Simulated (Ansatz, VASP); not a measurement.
**One calculation of C, two programs**

```xyz
3
Lattice="5.6952 0.0000 0.0000 -2.8476 4.9322 0.0000 0.0000 0.0000 1.2767" Properties=species:S:1:pos:R:3 pbc="T T T"
C    -2.8476    4.9322    0.0000
C     0.0000    3.2881    0.6383
C     2.8476    1.6441    0.6383
```

Alike in both runs: task single point; functional LDA; k mesh 7 × 7 × 27; occupations fermi-dirac, width 0.1 eV; no spin polarisation.

|  | VASP | Ansatz |
| --- | --- | --- |
| version | VASP 6.6.1 | Ansatz 0.2.0 |
| potentials or method | VASP PAW LDA potentials, release 64 (C), cutoff 520 eV | plane waves (420 eV) with PAW, scalar-relativistic |
| valence electrons in the cell | 12 | 12 |

```tsv
	VASP	Ansatz	Ansatz less VASP
pressure (GPa)	0.0	0.1	+0.09
traceless stress, the component that is largest in VASP (GPa)	-0.93	-0.94	-0.016
```

Ansatz warns that its potentials were made for another functional, while VASP's fit it. LDA's correlation is that of Perdew and Zunger in VASP and of Perdew and Wang (1992) in Ansatz.
